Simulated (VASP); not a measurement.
# Pb (Pm-3m) in VASP: further runs

Pb is run at these levels: PBE; tasks: single point.

Program: VASP 6.6.1. These are calculated values, not measurements. Logs are shortened: lines on timing, memory, paths and dates and some standing lists are left out, and cuts for length are marked.

## 1. The cell of the first run

The structure is cubic, space group Pm-3m (No. 221). The conventional cell has a = 2.398 Å, b = 2.398 Å, c = 2.398 Å, α = 90.00°, β = 90.00°, γ = 90.00°. Pb (site symmetry m-3m) has 6 Pb at 2.40 Å within 3.2 Å.

## 2. Single point, PBE (volume scaled by 0.4)

Contents of INCAR:

```
SYSTEM = Pb
ALGO     = Normal         ! electronic algorithm
EDIFF    = 1E-6           ! SCF threshold, eV
ENCUT    = 520            ! plane-wave cutoff, eV
GGA      = PE             ! functional
ISIF     = 2              ! what is computed and relaxed
ISMEAR   = -1             ! smearing method
LASPH    = .True.         ! aspherical terms in the spheres
LCHARG   = .True.         ! write CHGCAR
LELF     = .True.         ! ELF
LREAL    = .False.        ! projectors in reciprocal space
LVHAR    = .True.       
LWAVE    = .False.        ! write WAVECAR
NBANDS   = 13             ! bands
NELM     = 100            ! most SCF steps
PREC     = Accurate       ! precision mode
SIGMA    = 0.05           ! smearing width, eV
```

Contents of KPOINTS:

```
k-points
0
Gamma
  12 12 12
  0 0 0
```

Contents of POSCAR:

```
Pb
1.0
    2.3978480711      0.0000000000      0.0000000000
    0.0000000000      2.3978480711      0.0000000000
    0.0000000000      0.0000000000      2.3978480711
Pb
1
Direct
    0.0000000000      0.0000000000      0.0000000000
```

Potentials or basis: VASP PAW PBE potentials, release 64 (Pb_d).

Command:

```sh
> cat potpaw_PBE.64/Pb_d/POTCAR > POTCAR
> mpirun -np 1 vasp_std > vasp.out
```

OUTCAR:

```text
SYSTEM = Pb
   EDIFF = 1E-6
   ENCUT = 520
   GGA = PE
   ISIF = 2
   ISMEAR = -1
   LASPH = .True.
   LREAL = .False.
   NELM = 100
   PREC = Accurate

 ion  position               nearest neighbor table
   1  0.000  0.000  0.000-

  LATTYP: Found a simple cubic cell.
 ALAT       =     2.3978480711

  Lattice vectors:

 A1 = (   2.3978480711,   0.0000000000,   0.0000000000)
 A2 = (   0.0000000000,   2.3978480711,   0.0000000000)
 A3 = (   0.0000000000,   0.0000000000,   2.3978480711)

Analysis of symmetry for initial positions (statically):
=====================================================================
 Subroutine PRICEL returns:
 Original cell was already a primitive cell.

 Routine SETGRP: Setting up the symmetry group for a
 simple cubic supercell.

 Subroutine GETGRP returns: Found 48 space group operations
 (whereof 48 operations were pure point group operations)
 out of a pool of 48 trial point group operations.

The static configuration has the point symmetry O_h .

Analysis of symmetry for dynamics (positions and initial velocities):
=====================================================================
 Subroutine PRICEL returns:
 Original cell was already a primitive cell.

 Routine SETGRP: Setting up the symmetry group for a
 simple cubic supercell.

 Subroutine GETGRP returns: Found 48 space group operations
 (whereof 48 operations were pure point group operations)
 out of a pool of 48 trial point group operations.

The dynamic configuration has the point symmetry O_h .

 Subroutine INISYM returns: Found 48 space group operations
 (whereof 48 operations are pure point group operations),
 and found     1 'primitive' translations

----------------------------------------------------------------------------------------

                                     Primitive cell

  volume of cell :      13.7868

  direct lattice vectors                    reciprocal lattice vectors
     2.397848071  0.000000000  0.000000000     0.417040601  0.000000000  0.000000000
     0.000000000  2.397848071  0.000000000     0.000000000  0.417040601  0.000000000
     0.000000000  0.000000000  2.397848071     0.000000000  0.000000000  0.417040601

  length of vectors
     2.397848071  2.397848071  2.397848071     0.417040601  0.417040601  0.417040601

  position of ions in fractional coordinates (direct lattice)
     0.000000000  0.000000000  0.000000000

  ion indices of the primitive-cell ions
   primitive index   ion index
                 1           1

----------------------------------------------------------------------------------------

 KPOINTS: k-points

Automatic generation of k-mesh.
 Grid dimensions read from file:
 generate k-points for:   12   12   12

 Generating k-lattice:

  Cartesian coordinates                     Fractional coordinates (reciprocal lattice)
     0.034753383  0.000000000  0.000000000     0.083333333  0.000000000  0.000000000
     0.000000000  0.034753383  0.000000000     0.000000000  0.083333333  0.000000000
     0.000000000  0.000000000  0.034753383     0.000000000  0.000000000  0.083333333

  Length of vectors
     0.034753383  0.034753383  0.034753383

  Shift w.r.t. Gamma in fractional coordinates (k-lattice)
     0.000000000  0.000000000  0.000000000

 Subroutine IBZKPT returns following result:
 ===========================================

 Found     84 irreducible k-points:

 Following reciprocal coordinates:
            Coordinates               Weight
  0.000000  0.000000  0.000000      1.000000
  0.083333  0.000000  0.000000      6.000000
  0.166667  0.000000  0.000000      6.000000
  0.250000  0.000000  0.000000      6.000000
  0.333333  0.000000  0.000000      6.000000
  0.416667  0.000000  0.000000      6.000000
[... 16 lines left out ...]
  0.333333  0.333333  0.000000     12.000000
  0.416667  0.333333  0.000000     24.000000
 [... further k-points ...]
   k-points           NKPTS =     84   k-points in BZ     NKDIM =     84   number of bands    NBANDS=     13
   number of dos      NEDOS =    301   number of ions     NIONS =      1
   total plane-waves  NPLWV =   5832
   dimension x,y,z NGX =    18 NGY =   18 NGZ =   18
   dimension x,y,z NGXF=    36 NGYF=   36 NGZF=   36
   ions per type =               1
   NGX,Y,Z   is equivalent  to a cutoff of  12.48, 12.48, 12.48 a.u.
   NGXF,Y,Z  is equivalent  to a cutoff of  24.96, 24.96, 24.96 a.u.
 SYSTEM =  Pb
   PREC   = accura    normal or accurate (medium, high low for compatibility)
   ISTART =      0    job   : 0-new  1-cont  2-samecut
   ICHARG =      2    charge: 1-file 2-atom 10-const
   ISPIN  =      1    spin polarized calculation?
   LNONCOLLINEAR =      F non collinear calculations
   LSORBIT =      F    spin-orbit coupling
   LASPH  =      T    aspherical Exc in radial PAW
   ENCUT  =  520.0 eV  38.22 Ry    6.18 a.u.   4.46  4.46  4.46*2*pi/ulx,y,z
   NELM   =    100;   NELMIN=  2; NELMDL= -5     # of ELM steps
   EDIFF  = 0.1E-05   stopping-criterion for ELM
   LREAL  =      F    real-space projection
   EDIFFG = 0.1E-04   stopping-criterion for IOM
   NSW    =      0    number of steps for IOM
   IBRION =     -1    ionic relax: 0-MD 1-quasi-New 2-CG
   NFREE  =      0    steps in history (QN), initial steepest desc. (CG)
   ISIF   =      2    stress and relaxation
   ISYM   =      2    0-nonsym 1-usesym 2-fastsym
   POTIM  = 0.5000    time-step for ionic-motion
   TEBEG  =    0.0;   TEEND  =   0.0 temperature during run
   PSTRESS=    0.0 pullay stress
   NELECT =      14.0000    total number of electrons
   NUPDOWN=      -1.0000    fix difference up-down
   EMIN   =  10.00;   EMAX   =-10.00  energy-range for DOS
[... 5 lines left out ...]
     AMIX     =   0.40;   BMIX     =  1.00
     AMIX_MAG =   1.60;   BMIX_MAG =  1.00
  volume/ion in A,a.u.               =      13.79        93.04
  Fermi-wavevector in a.u.,A,eV,Ry     =   1.645492  3.109530 36.839744  2.707645
  Thomas-Fermi vector in A             =   2.735280
   LORBIT       =      0    0 simple, 1 ext, 2 COOP (PROOUT), +10 PAW based schemes
   GGA     = PE    functional components
   LHFCALC =     F    Hartree Fock is set to
   AEXX    =    0.0000 exact exchange contribution
   IVDW    =     0    specifies the selected vdW correction
   LEPSILON=     F    determine dielectric tensor
   LRPA    =     F    only Hartree local field effects (RPA)
 non-spin polarized calculation
  energy-cutoff  :      520.00
  volume of cell :       13.79
 maximum number of plane-waves:       384
 NGX is ok and might be reduce to    18
   NGX =  9   NGY =  9   NGZ =  9

 number of electron      14.0000007 magnetization

 Free energy of the ion-electron system (eV)
  ---------------------------------------------------
  ext. energy  EPLUGINS =         0.00000000
  ---------------------------------------------------
  free energy    TOTEN  =         4.93594012 eV

  energy without entropy =        4.93871327  energy(sigma->0) =        4.93732669

 E-fermi :  21.9483     XC(G=0): -14.5146

 val. band max:       21.9301735397   @ k =   0.3333   0.3333   0.0000
 cond. band min:      22.0367872181   @ k =   0.2500   0.2500   0.0833
 fundamental gap:      0.1066136783
 Fermi energy:        21.9482567154

 k-point     1 :       0.0000    0.0000    0.0000
  band No.  band energies     occupation
      1      -1.7425      2.00000
      2      -1.7425      2.00000
      3       0.1525      2.00000
      4       3.1869      2.00000
      5       3.1869      2.00000
      6       3.1869      2.00000
      7      28.3658      0.00000
      8      28.3658      0.00000
      9      28.3658      0.00000
     10      35.7719      0.00000
     11      37.0630      0.00000
     12      37.0630      0.00000
     13      42.4918      0.00000

 k-point     2 :       0.0833    0.0000    0.0000
  band No.  band energies     occupation
      1      -1.7173      2.00000
      2      -1.5718      2.00000
      3       0.3932      2.00000
      4       3.0700      2.00000
      5       3.0700      2.00000
      6       3.1965      2.00000
      7      26.6881      0.00000
      8      28.7100      0.00000
      9      28.7100      0.00000
     10      36.2243      0.00000
     11      36.2688      0.00000
     12      38.4302      0.00000
     13      42.6643      0.00000

 k-point     3 :       0.1667    0.0000    0.0000
  band No.  band energies     occupation
      1      -1.6478      2.00000
      2      -1.1820      2.00000
      3       1.2075      2.00000
      4       2.7605      2.00000
      5       2.7605      2.00000
      6       3.2228      2.00000
      7      23.5491      0.00000
      8      29.6765      0.00000
      9      29.6765      0.00000
     10      34.5754      0.00000
     11      36.1993      0.00000
     12      42.0478      0.00000
     13      43.0944      0.00000
[... 305 lines left out ...]
 k-point    23 :       0.3333    0.3333    0.0000
  band No.  band energies     occupation
      1      -0.7266      2.00000
      2      -0.0328      2.00000
      3       2.1177      2.00000
      4       2.1784      2.00000
      5       2.2992      2.00000
      6       8.2230      2.00000
      7      18.8214      2.00000
      8      21.9302      1.17889
      9      29.8216      0.00000
     10      35.2709      0.00000
     11      37.5281      0.00000
     12      37.6249      0.00000
     13      42.7641      0.00000

 k-point    24 :       0.4167    0.3333    0.0000
  band No.  band energies     occupation
      1      -0.6217      2.00000
      2      -0.3941      2.00000
      3       1.8917      2.00000
      4       2.1911      2.00000
      5       2.9361      2.00000
      6      10.4147      2.00000
      7      16.3806      2.00000
      8      22.6200      0.00000
      9      27.7640      0.00000
     10      34.5950      0.00000
     11      37.3224      0.00000
     12      38.8235      0.00000
     13      42.0941      0.00000

 [... further k-points ...]
[... 5 lines left out ...]
  --------------------------------------------------------------------------------------
  -------------------------------------------------------------------------------------
  Total       27.4441874     27.4441874     27.4441874      0.0000000      0.0000000     -0.0000000
  in kB     3189.3043872   3189.3043872   3189.3043872      0.0000000      0.0000000     -0.0000000
  external PRESSURE =    3189.3043872 kB  Pullay stress =       0.0000000 kB

 VOLUME and BASIS-vectors are now :
 -----------------------------------------------------------------------------
  energy-cutoff  :      520.00
  volume of cell :       13.79
      direct lattice vectors                 reciprocal lattice vectors
     2.397848071  0.000000000  0.000000000     0.417040601  0.000000000  0.000000000
     0.000000000  2.397848071  0.000000000     0.000000000  0.417040601  0.000000000
     0.000000000  0.000000000  2.397848071     0.000000000  0.000000000  0.417040601

 POSITION                                       TOTAL-FORCE (eV/Angst)
 -----------------------------------------------------------------------------------
      0.00000      0.00000      0.00000         0.000000      0.000000      0.000000
 -----------------------------------------------------------------------------------
    total drift:                               -0.000000      0.000000      0.000000

  FREE ENERGIE OF THE ION-ELECTRON SYSTEM (eV)
  ---------------------------------------------------
  free  energy   TOTEN  =         4.9359401152 eV

  energy  without entropy=        4.9387132744  energy(sigma->0) =        4.93732669
```

Run time: 7 s. Hardware: 1 thread of Intel Xeon Platinum 8488C (Sapphire Rapids), shared host; peak memory 0.12 GiB.

What came out:

* Free energy: 4.9359 eV
* Pressure: 318.9 GPa
* Band gap on the k mesh: zero (band 7 reaches 28.37 eV, above the bottom of band 8 at 18.18 eV)

Levels at points of the mesh, in eV from the Fermi level:
```tsv
k point	band 3	band 4	band 5	band 6	band 7	band 8	band 9	band 10	band 11	band 12
(0.00, 0.00, 0.00)	-21.80	-18.76	-18.76	-18.76	6.42	6.42	6.42	13.82	15.11	15.11
(0.50, 0.00, 0.00)	-20.33	-20.33	-18.62	-11.84	-11.18	8.59	11.40	12.78	12.78	20.08
(0.50, 0.50, 0.00)	-20.08	-20.08	-17.40	-6.45	-6.45	-3.77	2.65	13.39	13.39	16.60
(0.50, 0.50, 0.50)	-22.43	-17.29	-17.29	-0.66	-0.66	-0.66	1.84	5.41	8.89	8.89
```

Caveat: spin-orbit coupling is left out, which moves the levels of the heavy elements.

## 3. Single point, PBE (volume scaled by 0.4)

Contents of INCAR:

```
PREC = Accurate
ENCUT = 520
EDIFF = 1E-7
ISMEAR = -1
SIGMA = 0.05
LREAL = F
LASPH = T
NELM = 80
ALGO = Normal
ISIF = 2
LWAVE = F
LCHARG = T
GGA = PE
LELF = T
LVHAR = T
NBANDS = 13
```

Contents of KPOINTS:

```
regular mesh
0
Gamma
  12 12 12
```

POSCAR is that of step 2.

Potentials or basis: VASP PAW PBE potentials, release 64 (Pb_d).

Command:

```sh
> cat potpaw_PBE.64/Pb_d/POTCAR > POTCAR
> mpirun -np 1 vasp_std > vasp.out
```

Wall time 7.5 s (1 thread of Intel Xeon Platinum 8488C (Sapphire Rapids), shared host); peak memory 0.12 GiB.

It converged, with:

* Free energy: 4.9359 eV
* Pressure: 319.0 GPa
* Band gap on the k mesh: zero (band 7 reaches 28.37 eV, above the bottom of band 8 at 18.18 eV)

Levels at points of the mesh, in eV from the Fermi level:
```csv
k point,band 4,band 5,band 6,band 7,band 8,band 9,band 10,band 11
"(0.00, 0.00, 0.00)",-18.76,-18.76,-18.76,6.42,6.42,6.42,13.82,15.11
"(0.50, 0.00, 0.00)",-20.33,-18.62,-11.84,-11.18,8.59,11.40,12.78,12.78
"(0.50, 0.50, 0.00)",-20.08,-17.40,-6.45,-6.45,-3.77,2.65,13.39,13.39
"(0.50, 0.50, 0.50)",-17.29,-17.29,-0.66,-0.66,-0.66,1.84,5.41,8.89
```

Caveat: spin-orbit coupling is left out, which moves the levels of the heavy elements.

## 4. Single point, PBE (volume scaled by 0.45)

Contents of INCAR:

```
SYSTEM = Pb
PREC = Accurate ; ENCUT = 520
EDIFF = 1E-6 ; ISMEAR = -1
SIGMA = 0.05 ; LREAL = .False.
LASPH = .True. ; NELM = 100
ALGO = Normal ; ISIF = 2
LWAVE = .False. ; LCHARG = .False.
GGA = PE ; NBANDS = 13
```

Contents of KPOINTS:

```
Automatic mesh
0
Gamma
  12 12 12
  0 0 0
```

Contents of POSCAR:

```
Pb
1.0
    2.4938624914      0.0000000000      0.0000000000
    0.0000000000      2.4938624914      0.0000000000
    0.0000000000      0.0000000000      2.4938624914
Pb
1
Direct
    0.0000000000      0.0000000000      0.0000000000
```

Command:

```sh
> cat potpaw_PBE.64/Pb_d/POTCAR > POTCAR
> mpirun -np 1 vasp_std > vasp.out
```

Wall time 7 s (1 thread of Intel Xeon Platinum 8488C (Sapphire Rapids), shared host); peak memory 0.13 GiB.

It converged, with:

```
Free energy            : 2.1602 eV
Pressure               : 206.2 GPa
Band gap on the k mesh : zero (band 7 reaches 25.37 eV, above the bottom of band 8 at 14.44 eV)
```

Levels at points of the mesh, in eV from the Fermi level:
| k point | band 4 | band 5 | band 6 | band 7 | band 8 | band 9 | band 10 | band 11 |
| --- | --- | --- | --- | --- | --- | --- | --- | --- |
| (0.00, 0.00, 0.00) | -18.16 | -18.16 | -18.16 | 6.57 | 6.57 | 6.57 | 13.18 | 14.30 |
| (0.50, 0.00, 0.00) | -19.36 | -18.05 | -10.92 | -10.29 | 9.54 | 11.76 | 12.34 | 12.34 |
| (0.50, 0.50, 0.00) | -19.17 | -17.08 | -5.50 | -5.50 | -4.36 | 2.83 | 13.81 | 13.81 |
| (0.50, 0.50, 0.50) | -17.00 | -17.00 | -0.43 | -0.43 | -0.43 | 3.16 | 3.51 | 8.45 |

Caveat: spin-orbit coupling is left out, which moves the levels of the heavy elements.

## 5. Single point, PBE (volume scaled by 0.55)

Contents of INCAR:

```
ALGO = Normal ; EDIFF = 1E-6
ENCUT = 520 ; GGA = PE
ISIF = 2 ; ISMEAR = -1
LASPH = True ; LCHARG = False
LREAL = False ; LWAVE = False
NBANDS = 13 ; NELM = 80
PREC = Accurate ; SIGMA = 0.05
```

Contents of KPOINTS:

```
k-points
0
Gamma
  12 12 12
```

Contents of POSCAR:

```
Pb
1.0
    2.6663831851      0.0000000000      0.0000000000
    0.0000000000      2.6663831851      0.0000000000
    0.0000000000      0.0000000000      2.6663831851
Pb
1
Direct
    0.0000000000      0.0000000000      0.0000000000
```

Command:

```sh
> cat potpaw_PBE.64/Pb_d/POTCAR > POTCAR
> mpirun -np 1 vasp_std > vasp.out
```

It took 8 s on 1 thread of Intel Xeon Platinum 8488C (Sapphire Rapids), shared host; peak memory 0.13 GiB.

Results (log left out):

- Free energy: -0.8771 eV
- Pressure: 92.6 GPa
- Band gap on the k mesh: zero (band 7 reaches 20.80 eV, above the bottom of band 8 at 10.15 eV)

Levels at points of the mesh, in eV from the Fermi level:
```tsv
k point	band 5	band 6	band 7	band 8	band 9	band 10
(0.00, 0.00, 0.00)	-17.47	-16.72	6.43	6.43	6.43	11.84
(0.50, 0.00, 0.00)	-17.41	-10.45	-8.13	10.51	11.19	11.19
(0.50, 0.50, 0.00)	-16.76	-5.20	-4.21	-4.21	3.01	14.03
(0.50, 0.50, 0.50)	-16.71	-0.19	-0.19	-0.19	0.78	4.73
```

Caveat: spin-orbit coupling is left out, which moves the levels of the heavy elements.

## 6. Summary

| cell | gap on the mesh (eV) | pressure (GPa) |
| --- | --- | --- |
| a = 2.398 Å, 1 atom | none | 319.0 |
| a = 2.494 Å, 1 atom | none | 206.2 |
| a = 2.666 Å, 1 atom | none | 92.6 |

Alike in all rows: task single point; level PBE; potentials or basis VASP PAW PBE potentials, release 64 (Pb_d); no spin polarisation; k mesh 12 × 12 × 12; cutoff (eV) 520; smearing fermi-dirac 0.05 eV.

Caveats: spin-orbit coupling is left out, which moves the levels of the heavy elements.

Total energies depend on the potentials used, so only differences within one code and one set of settings carry meaning.
